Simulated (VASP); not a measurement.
# BAs (F-43m) in VASP: single point with LDA

Aim: the single point of BAs with LDA.

Program: VASP 6.6.1. These are calculated values, not measurements. Logs are shortened: lines on timing, memory, paths and dates and some standing lists are left out, and cuts for length are marked.

## 1. The cell of the first run

The structure is cubic, space group F-43m (No. 216). Conventional cell: a = 4.739 Å, b = 4.739 Å, c = 4.739 Å, α = 90.00°, β = 90.00°, γ = 90.00°. B (site symmetry -43m) has 4 As at 2.05 Å within 2.7 Å. Within 2.7 Å of As (site symmetry -43m) lie 4 B at 2.05 Å.

## 2. Single point, LDA

File INCAR:

```
PREC = Accurate
ENCUT = 560
EDIFF = 1E-6
ISMEAR = 0
SIGMA = 0.01
LREAL = False
LASPH = True
NELM = 120
ALGO = Normal
ISIF = 2
LWAVE = False
LCHARG = False
NBANDS = 16
GGA_COMPAT = False
```

File KPOINTS:

```
regular mesh
0
Gamma
  4 4 4
```

File POSCAR:

```
BAs
1.0
    0.0000000000      2.3692888322      2.3692888322
    2.3692888322      0.0000000000      2.3692888322
    2.3692888322      2.3692888322      0.0000000000
B As
1 1
Direct
    0.0000000000      0.0000000000      0.0000000000
    0.2500000000      0.2500000000      0.2500000000
```

Potentials or basis: VASP PAW LDA potentials, release 64 (B, As_d).

Started as:

```bash
cat potpaw_LDA.64/B/POTCAR potpaw_LDA.64/As_d/POTCAR > POTCAR
mpirun -np 1 vasp_std > vasp.out
```

OUTCAR:

```text
PREC = Accurate
   ENCUT = 560
   EDIFF = 1E-6
   ISMEAR = 0
   LREAL = False
   LASPH = True
   NELM = 120
   ISIF = 2

 ion  position               nearest neighbor table
   1  0.000  0.000  0.000-   2 2.05   2 2.05   2 2.05   2 2.05
   2  0.250  0.250  0.250-   1 2.05   1 2.05   1 2.05   1 2.05

  LATTYP: Found a face centered cubic cell.
 ALAT       =     4.7385776644

  Lattice vectors:

 A1 = (   0.0000000000,   2.3692888322,   2.3692888322)
 A2 = (   2.3692888322,   0.0000000000,   2.3692888322)
 A3 = (   2.3692888322,   2.3692888322,   0.0000000000)

Analysis of symmetry for initial positions (statically):
=====================================================================
 Subroutine PRICEL returns:
 Original cell was already a primitive cell.

 Routine SETGRP: Setting up the symmetry group for a
 face centered cubic supercell.

 Subroutine GETGRP returns: Found 24 space group operations
 (whereof 24 operations were pure point group operations)
 out of a pool of 48 trial point group operations.

The static configuration has the point symmetry T_d .

Analysis of symmetry for dynamics (positions and initial velocities):
=====================================================================
 Subroutine PRICEL returns:
 Original cell was already a primitive cell.

 Routine SETGRP: Setting up the symmetry group for a
 face centered cubic supercell.

 Subroutine GETGRP returns: Found 24 space group operations
 (whereof 24 operations were pure point group operations)
 out of a pool of 48 trial point group operations.

The dynamic configuration has the point symmetry T_d .

 Subroutine INISYM returns: Found 24 space group operations
 (whereof 24 operations are pure point group operations),
 and found     1 'primitive' translations

----------------------------------------------------------------------------------------

                                     Primitive cell

  volume of cell :      26.6001

  direct lattice vectors                    reciprocal lattice vectors
     0.000000000  2.369288832  2.369288832    -0.211033789  0.211033789  0.211033789
     2.369288832  0.000000000  2.369288832     0.211033789 -0.211033789  0.211033789
     2.369288832  2.369288832  0.000000000     0.211033789  0.211033789 -0.211033789

  length of vectors
     3.350680400  3.350680400  3.350680400     0.365521245  0.365521245  0.365521245

  position of ions in fractional coordinates (direct lattice)
     0.000000000  0.000000000  0.000000000
     0.250000000  0.250000000  0.250000000

  ion indices of the primitive-cell ions
   primitive index   ion index
                 1           1
                 2           2

----------------------------------------------------------------------------------------

 KPOINTS: regular mesh

Automatic generation of k-mesh.
 Grid dimensions read from file:
 generate k-points for:    4    4    4

 Generating k-lattice:

  Cartesian coordinates                     Fractional coordinates (reciprocal lattice)
    -0.052758447  0.052758447  0.052758447     0.250000000  0.000000000  0.000000000
     0.052758447 -0.052758447  0.052758447     0.000000000  0.250000000  0.000000000
     0.052758447  0.052758447 -0.052758447     0.000000000  0.000000000  0.250000000

  Length of vectors
     0.091380311  0.091380311  0.091380311

  Shift w.r.t. Gamma in fractional coordinates (k-lattice)
     0.000000000  0.000000000  0.000000000

 Subroutine IBZKPT returns following result:
 ===========================================

 Found      8 irreducible k-points:

 Following reciprocal coordinates:
            Coordinates               Weight
  0.000000  0.000000  0.000000      1.000000
  0.250000  0.000000  0.000000      8.000000
  0.500000  0.000000  0.000000      4.000000
  0.250000  0.250000  0.000000      6.000000
  0.500000  0.250000  0.000000     24.000000
 -0.250000  0.250000  0.000000     12.000000
  0.500000  0.500000  0.000000      3.000000
 -0.250000  0.500000  0.250000      6.000000
   k-points           NKPTS =      8   k-points in BZ     NKDIM =      8   number of bands    NBANDS=     16
   number of dos      NEDOS =    301   number of ions     NIONS =      2
   total plane-waves  NPLWV =  21952
   dimension x,y,z NGX =    28 NGY =   28 NGZ =   28
   dimension x,y,z NGXF=    56 NGYF=   56 NGZF=   56
   ions per type =               1   1
   NGX,Y,Z   is equivalent  to a cutoff of  13.89, 13.89, 13.89 a.u.
   NGXF,Y,Z  is equivalent  to a cutoff of  27.78, 27.78, 27.78 a.u.
 SYSTEM =  unknown system
   PREC   = accura    normal or accurate (medium, high low for compatibility)
   ISTART =      0    job   : 0-new  1-cont  2-samecut
   ICHARG =      2    charge: 1-file 2-atom 10-const
   ISPIN  =      1    spin polarized calculation?
   LNONCOLLINEAR =      F non collinear calculations
   LSORBIT =      F    spin-orbit coupling
   LASPH  =      T    aspherical Exc in radial PAW
   ENCUT  =  560.0 eV  41.16 Ry    6.42 a.u.   6.47  6.47  6.47*2*pi/ulx,y,z
   NELM   =    120;   NELMIN=  2; NELMDL= -5     # of ELM steps
   EDIFF  = 0.1E-05   stopping-criterion for ELM
   LREAL  =      F    real-space projection
   EDIFFG = 0.1E-04   stopping-criterion for IOM
   NSW    =      0    number of steps for IOM
   IBRION =     -1    ionic relax: 0-MD 1-quasi-New 2-CG
   NFREE  =      0    steps in history (QN), initial steepest desc. (CG)
   ISIF   =      2    stress and relaxation
   ISYM   =      2    0-nonsym 1-usesym 2-fastsym
   POTIM  = 0.5000    time-step for ionic-motion
   TEBEG  =    0.0;   TEEND  =   0.0 temperature during run
   PSTRESS=    0.0 pullay stress
   NELECT =      18.0000    total number of electrons
   NUPDOWN=      -1.0000    fix difference up-down
   EMIN   =  10.00;   EMAX   =-10.00  energy-range for DOS
   EFERMI =   0.00;   METHOD = LEGACY
   ISMEAR =     0;   SIGMA  =   0.01  broadening in eV -4-tet -1-fermi 0-gaus
   EFERMI_NEDOS =   21; number of points for ismear=-14 and -15
   IALGO  =     38    algorithm
   IMIX   =      4    mixing-type and parameters
     AMIX     =   0.40;   BMIX     =  1.00
     AMIX_MAG =   1.60;   BMIX_MAG =  1.00
  volume/ion in A,a.u.               =      13.30        89.75
  Fermi-wavevector in a.u.,A,eV,Ry     =   1.437268  2.716042 28.106077  2.065738
  Thomas-Fermi vector in A             =   2.556364
   LORBIT       =      0    0 simple, 1 ext, 2 COOP (PROOUT), +10 PAW based schemes
   GGA     = CA    functional components
   LHFCALC =     F    Hartree Fock is set to
   AEXX    =    0.0000 exact exchange contribution
   IVDW    =     0    specifies the selected vdW correction
   LEPSILON=     F    determine dielectric tensor
   LRPA    =     F    only Hartree local field effects (RPA)
 non-spin polarized calculation
 Gauss-broadening in eV      SIGMA  =   0.01
  energy-cutoff  :      560.00
  volume of cell :       26.60
 maximum number of plane-waves:       821
 NGX is ok and might be reduce to    28
   NGX = 13   NGY = 13   NGZ = 13

 number of electron      18.0000006 magnetization

 Free energy of the ion-electron system (eV)
  ---------------------------------------------------
  ext. energy  EPLUGINS =         0.00000000
  ---------------------------------------------------
  free energy    TOTEN  =       -12.76091315 eV

  energy without entropy =      -12.76091315  energy(sigma->0) =      -12.76091315

 E-fermi :   5.2186     XC(G=0): -11.5417

 val. band max:        5.0906380359   @ k =   0.0000   0.0000   0.0000
 cond. band min:       6.3854665071   @ k =   0.5000   0.5000   0.0000
 fundamental gap:      1.2948284712
 Fermi energy:         5.2186005548

 k-point     1 :       0.0000    0.0000    0.0000
  band No.  band energies     occupation
      1     -30.8197      2.00000
      2     -30.8197      2.00000
      3     -30.8197      2.00000
      4     -30.7935      2.00000
      5     -30.7935      2.00000
      6     -10.5233      2.00000
[... 8 lines left out ...]
     15      18.4272      0.00000
     16      18.4272      0.00000

 k-point     2 :       0.2500    0.0000    0.0000
  band No.  band energies     occupation
      1     -30.8178      2.00000
      2     -30.8157      2.00000
      3     -30.8157      2.00000
      4     -30.7928      2.00000
      5     -30.7928      2.00000
      6      -9.5011      2.00000
[... 8 lines left out ...]
     15      16.4649      0.00000
     16      16.4649      0.00000

 k-point     3 :       0.5000    0.0000    0.0000
  band No.  band energies     occupation
      1     -30.8160      2.00000
      2     -30.8131      2.00000
      3     -30.8131      2.00000
      4     -30.7908      2.00000
      5     -30.7908      2.00000
      6      -7.5759      2.00000
[... 8 lines left out ...]
     15      19.8707      0.00000
     16      19.8707      0.00000

 k-point     4 :       0.2500    0.2500    0.0000
  band No.  band energies     occupation
      1     -30.8225      2.00000
      2     -30.8109      2.00000
      3     -30.8109      2.00000
      4     -30.7967      2.00000
      5     -30.7902      2.00000
      6      -9.1510      2.00000
[... 8 lines left out ...]
     15      18.9147      0.00000
     16      19.9913      0.00000

 k-point     5 :       0.5000    0.2500    0.0000
  band No.  band energies     occupation
      1     -30.8194      2.00000
      2     -30.8084      2.00000
      3     -30.8071      2.00000
      4     -30.7960      2.00000
      5     -30.7893      2.00000
      6      -7.1765      2.00000
[... 8 lines left out ...]
     15      20.3916      0.00000
     16      20.9364      0.00000

 k-point     6 :      -0.2500    0.2500    0.0000
  band No.  band energies     occupation
      1     -30.8153      2.00000
      2     -30.8129      2.00000
      3     -30.8106      2.00000
      4     -30.7933      2.00000
      5     -30.7918      2.00000
      6      -7.9494      2.00000
[... 8 lines left out ...]
     15      17.2770      0.00000
     16      20.8130      0.00000

 k-point     7 :       0.5000    0.5000    0.0000
  band No.  band energies     occupation
      1     -30.8252      2.00000
      2     -30.8021      2.00000
      3     -30.8021      2.00000
      4     -30.8003      2.00000
      5     -30.7868      2.00000
      6      -6.2656      2.00000
[... 8 lines left out ...]
     15      22.5979      0.00000
     16      23.3014      0.00000

 k-point     8 :      -0.2500    0.5000    0.2500
  band No.  band energies     occupation
      1     -30.8156      2.00000
      2     -30.8118      2.00000
      3     -30.8023      2.00000
      4     -30.7966      2.00000
      5     -30.7901      2.00000
      6      -6.0935      2.00000
[... 8 lines left out ...]
     15      20.8318      0.00000
     16      21.0372      0.00000

------------------------ aborting loop because EDIFF is reached ----------------------------------------

  FORCE on cell =-STRESS in cart. coord.  units (eV):
  Direction    XX          YY          ZZ          XY          YZ          ZX
  --------------------------------------------------------------------------------------
  -------------------------------------------------------------------------------------
  Total        0.1751475      0.1751475      0.1751475      0.0000000     -0.0000000      0.0000000
  in kB       10.5494665     10.5494665     10.5494665      0.0000000     -0.0000000      0.0000000
  external PRESSURE =      10.5494665 kB  Pullay stress =       0.0000000 kB

 VOLUME and BASIS-vectors are now :
 -----------------------------------------------------------------------------
  energy-cutoff  :      560.00
  volume of cell :       26.60
      direct lattice vectors                 reciprocal lattice vectors
     0.000000000  2.369288832  2.369288832    -0.211033789  0.211033789  0.211033789
     2.369288832  0.000000000  2.369288832     0.211033789 -0.211033789  0.211033789
     2.369288832  2.369288832  0.000000000     0.211033789  0.211033789 -0.211033789

 POSITION                                       TOTAL-FORCE (eV/Angst)
 -----------------------------------------------------------------------------------
      0.00000      0.00000      0.00000        -0.000000     -0.000000     -0.000000
      1.18464      1.18464      1.18464         0.000000      0.000000      0.000000
 -----------------------------------------------------------------------------------
    total drift:                                0.000001      0.000001      0.000001

  FREE ENERGIE OF THE ION-ELECTRON SYSTEM (eV)
  ---------------------------------------------------
  free  energy   TOTEN  =       -12.7609131475 eV

  energy  without entropy=      -12.7609131475  energy(sigma->0) =      -12.76091315
```

It took 7.3 s on 1 thread of Intel Xeon Platinum 8375C at 2.90GHz (Ice Lake), shared host; peak memory 0.13 GiB.

What came out:

```
Free energy            : -12.7609 eV
Pressure               : 1.1 GPa
Band gap on the k mesh : 1.29 eV (least direct gap 3.26 eV)
```

Caveat: the k points lie up to 0.57 Å⁻¹ apart. A k mesh can miss the band edges.
